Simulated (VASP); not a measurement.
**AlN: single point with PBE**

The system is AlN.

```
CELL_PARAMETERS angstrom
3.31212 0.00000 0.00000
-1.65606 2.86838 0.00000
0.00000 0.00000 4.18756
ATOMIC_POSITIONS crystal
Al 0.22874 0.45749 0.67836
Al 0.66667 0.33333 0.25000
N 0.33333 0.66667 0.25000
N 0.66667 0.33333 0.75000
```

This cell differs from its parent crystal: atom 1 (Al) moved by (-0.600, -0.300) A along y and z.

| Item | Value |
| --- | --- |
| Program | VASP 6.6.1 |
| Task | single point |
| Functional | PBE |
| Potentials or basis | VASP PAW PBE potentials, release 64 (Al, N) |
| Cutoff | 520 eV |
| k mesh | 9 × 9 × 6 |
| Occupations | gaussian, width 0.05 eV |
| Spin | no spin polarisation |

```
Pressure               : 17.2 GPa
Largest force          : 4.021 eV/Å
Band gap on the k mesh : 2.72 eV, direct
```

Forces on the atoms (eV/Å):
```
Al   0.000  3.324  2.262
Al   0.000 -0.289 -2.531
N    0.000 -1.237  0.139
N    0.000 -1.798  0.129
```

Stress tensor (GPa, compression positive):
```
39.37  0.00  0.00
 0.00 -3.37  2.85
 0.00  2.85 15.60
```

Levels at points of the mesh, in eV from the valence-band top:
```csv
k point,band 5,band 6,band 7,band 8,band 9,band 10,band 11,band 12
"(0.00, 0.00, 0.00)",-2.83,-1.98,-0.77,0.00,2.72,4.16,8.17,8.60
"(0.00, 0.00, 0.50)",-3.38,-2.51,-2.50,-0.92,4.64,5.69,7.50,8.05
```

Wall time 54 s on 1 thread of Intel(R) Xeon(R) 6975P-C (Granite Rapids), with other jobs on the host, peak memory 0.2 GiB.

Caveat: the cell differs from its parent crystal (atom 1 (Al) moved by (-0.600, -0.300) A along y and z); forces of over 1 eV/Å act on the atoms, so gaps and moduli don't describe the material at rest.
